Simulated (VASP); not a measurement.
ZnO:

```
Zn O
1.0
     2.68821    0.00000    0.00000
     0.00000    2.68821    0.00000
     0.00000    0.00000    2.68821
Zn O
1 1
Direct
  0.00000 0.00000 0.00000
  0.50000 0.50000 0.50000
```

Program: VASP 6.6.1. Alike in all runs: task single point; potentials or basis VASP PAW PBE potentials, release 64 (Zn, O); no spin polarisation; cell as given; k mesh 5 × 5 × 5; cutoff (eV) 520; smearing fermi-dirac 0.05 eV.

Q: Order these runs on this cell by their band gap on the k mesh, lowest first.
A. level PBEsol-based global hybrid with 25 % exact exchange
B. level HSE06; screening parameter 0.2079 1/Å
C. level PBE-based screened hybrid with 25 % exact exchange; screening parameter 0.3 1/Å

A: C (0.38 eV), B (0.60 eV), A (1.28 eV).

Caveats: all runs use coarse meshes; an odd mesh through Γ misses points on the zone boundary, where band edges can lie.
